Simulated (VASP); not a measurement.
## MgO: relaxation of cell and atoms with PBEsol

Crystal: MgO.

```
Mg O
1.0
     3.30779    0.00000    0.00000
    -1.65389    2.86463    0.00000
     0.00000    0.00000    4.98288
Mg O
2 2
Direct
  0.33333 0.66667 0.00216
  0.66667 0.33333 0.50216
  0.33333 0.66667 0.40244
  0.66667 0.33333 0.90244
```

- Program: VASP 6.6.1
- Task: relaxation of cell and atoms
- Functional: PBEsol
- Potentials or basis: VASP PAW PBE potentials, release 64 (Mg, O)
- Cutoff: 600 eV
- k mesh: 6 × 6 × 4
- Occupations: methfessel-paxton, width 0.02 eV
- Spin: no spin polarisation
- Target pressure: 5 GPa
- Dipole correction: no
- Further INCAR settings: ALGO = Normal; EDIFF = 1e-07; IBRION = 2; EDIFFG = -0.01; NSW = 80; ISIF = 3

The relaxed volume is 10.66 Å³/atom and the relaxed cell is a = 3.446 Å, b = 3.446 Å, c = 4.147 Å, α = 90.00°, β = 90.00°, γ = 120.00°. The space group after relaxing (to 0.05 Å) is P6_3/mmc (No. 194). The energy change on relaxing (the enthalpy is what falls) is -47.5 meV/atom. The ionic steps are 33. The pressure after relaxing is 5.0 GPa. The band gap on the k mesh is 3.47 eV, direct.

Forces on the atoms (eV/Å):
```
Mg   0.000  0.000 -0.002
Mg   0.000  0.000 -0.002
O    0.000  0.000  0.002
O    0.000  0.000  0.002
```

Stress tensor (GPa, compression positive):
```
5.09 0.00 0.00
0.00 5.09 0.00
0.00 0.00 4.96
```

Step by step:
| step | energy change (eV) | largest force (eV/Å) | pressure (GPa) | volume (Å³) |
| --- | --- | --- | --- | --- |
| 1 | 0.0000 | 0.0099 | -0.09 | 47.22 |
| 2 | 0.0551 | 0.0513 | 7.46 | 44.70 |
| 3 | 0.0262 | 0.0319 | 5.00 | 45.45 |
| 4 | 0.0263 | 0.0382 | 5.00 | 45.43 |
| 5 | 0.0266 | 0.0590 | 4.99 | 45.38 |
| 6 | 0.0275 | 0.1051 | 4.97 | 45.27 |
| 7 | 0.0293 | 0.2189 | 4.89 | 45.03 |
| 8 | 0.0249 | 0.5197 | 4.72 | 44.50 |
| 9 | -0.0184 | 1.1868 | 6.03 | 43.15 |
| 10 | 3.0753 | 5.4001 | 58.38 | 39.29 |
| 11 | 0.1693 | 1.9256 | 8.73 | 43.08 |
| 12 | 0.1892 | 2.0849 | 10.46 | 42.56 |
| 13 | 0.5848 | 1.6108 | 21.78 | 41.06 |
| 14 | 0.2346 | 2.2477 | 11.34 | 42.46 |
| 15 | 0.2766 | 2.2716 | 13.24 | 42.09 |
| 16 | 0.2515 | 2.2735 | 12.14 | 42.30 |
| 17 | 0.2613 | 2.2774 | 12.60 | 42.21 |
| 18 | 0.2485 | 2.2318 | 12.36 | 42.23 |
| 19 | 0.2117 | 2.0999 | 11.71 | 42.30 |
| 20 | 0.1442 | 1.8534 | 10.47 | 42.43 |
| 21 | 0.0324 | 1.4224 | 8.23 | 42.69 |
| 22 | -0.1159 | 0.7703 | 4.60 | 43.20 |
| 23 | -0.2128 | 0.0617 | -0.09 | 44.22 |
| 24 | -0.2108 | 0.1149 | 0.37 | 44.10 |
| 25 | -0.2091 | 0.1428 | 0.56 | 44.04 |
| 26 | -0.2088 | 0.1290 | 1.26 | 43.81 |
| 27 | -0.2009 | 0.0856 | 3.48 | 43.11 |
| 28 | -0.1521 | 0.0102 | 8.48 | 41.75 |
| 29 | -0.1886 | 0.0530 | 5.18 | 42.62 |
| 30 | -0.1877 | 0.0510 | 5.28 | 42.59 |
| 31 | -0.1883 | 0.0416 | 5.23 | 42.60 |
| 32 | -0.1896 | 0.0142 | 5.09 | 42.64 |
| 33 | -0.1901 | 0.0024 | 5.04 | 42.65 |

Final structure:
```
Mg O
1.0
     3.44638    0.00000    0.00000
    -1.72319    2.98465    0.00000
     0.00000    0.00000    4.14656
Mg O
2 2
Direct
  0.33333 0.66667 0.95235
  0.66667 0.33333 0.45235
  0.33333 0.66667 0.45225
  0.66667 0.33333 0.95225
```

Levels at points of the mesh, in eV from the valence-band top:
| k point | band 5 | band 6 | band 7 | band 8 | band 9 | band 10 | band 11 | band 12 |
| --- | --- | --- | --- | --- | --- | --- | --- | --- |
| (0.00, 0.00, 0.00) | -1.82 | -0.86 | -0.86 | 0.00 | 3.47 | 9.62 | 12.31 | 12.64 |
| (0.50, 0.00, 0.00) | -2.44 | -2.05 | -1.37 | -0.56 | 6.94 | 9.31 | 9.74 | 12.41 |
| (0.00, 0.00, 0.50) | -1.36 | -1.36 | -1.36 | -1.36 | 6.51 | 6.51 | 13.00 | 13.00 |
| (0.50, 0.00, 0.50) | -1.61 | -1.61 | -0.88 | -0.88 | 7.28 | 7.28 | 12.22 | 12.22 |

It took 6.6 min on 1 thread of Intel(R) Xeon(R) Platinum 8259CL CPU @ 2.50GHz (Skylake/Cascade Lake) (shared host), peak memory 0.19 GiB.

Caveat: the cell is relaxed towards a set pressure, so the enthalpy falls and the energy may rise; the PAW data sets were made with another functional, which shifts forces and pressure a little.
